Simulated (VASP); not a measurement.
## ZnO: single point with LDA

Crystal: ZnO.

```
CELL_PARAMETERS angstrom
0.00000 2.11521 2.16944
2.11521 0.00000 2.16944
2.11521 2.11521 0.00000
ATOMIC_POSITIONS crystal
Zn 0.00000 0.00000 0.00000
O 0.50000 0.50000 0.50000
```

This cell differs from its parent crystal: strain -0.025 along x and y, +0.000 along z.

| Property | Result |
| --- | --- |
| Program | VASP 6.6.1 |
| Task | single point |
| Functional | LDA |
| Potentials or basis | VASP PAW LDA potentials, release 64 (Zn, O) |
| Cutoff | 520 eV |
| k mesh | 12 × 12 × 12 |
| Occupations | gaussian, width 0.05 eV |
| Spin | no spin polarisation |
| Dipole correction | no |
| Further INCAR settings | ALGO = Normal; EDIFF = 1e-06; NBANDS = 16 |

```json
{"Pressure": "-5.6 GPa", "Band gap on the k mesh": "0.85 eV, indirect (least direct gap 2.24 eV)"}
```

Stress tensor (GPa, compression positive):
```
-4.90  0.00  0.00
 0.00 -4.90  0.00
 0.00  0.00 -7.09
```

Levels at points of the mesh, in eV from the valence-band top:
```tsv
k point	band 5	band 6	band 7	band 8	band 9	band 10	band 11	band 12	band 13	band 14
(0.00, 0.00, 0.00)	-4.87	-4.81	-1.52	-1.52	-1.39	0.85	17.74	17.87	17.87	18.14
(0.50, 0.00, 0.00)	-4.64	-4.60	-3.78	-0.15	0.00	5.26	8.96	12.29	12.81	19.15
(0.50, 0.50, 0.00)	-4.51	-4.51	-4.18	-2.89	-2.89	4.01	10.28	11.31	15.41	15.41
(0.50, 0.00, 0.50)	-4.52	-4.48	-4.12	-3.11	-2.86	3.97	10.63	10.99	14.83	15.34
```

Run time: 30 s on 1 thread of Intel Xeon 6455B, on a shared host, peak memory 0.16 GiB.

Caveat: the cell differs from its parent crystal (strain -0.025 along x and y, +0.000 along z). A k mesh can miss the band edges.
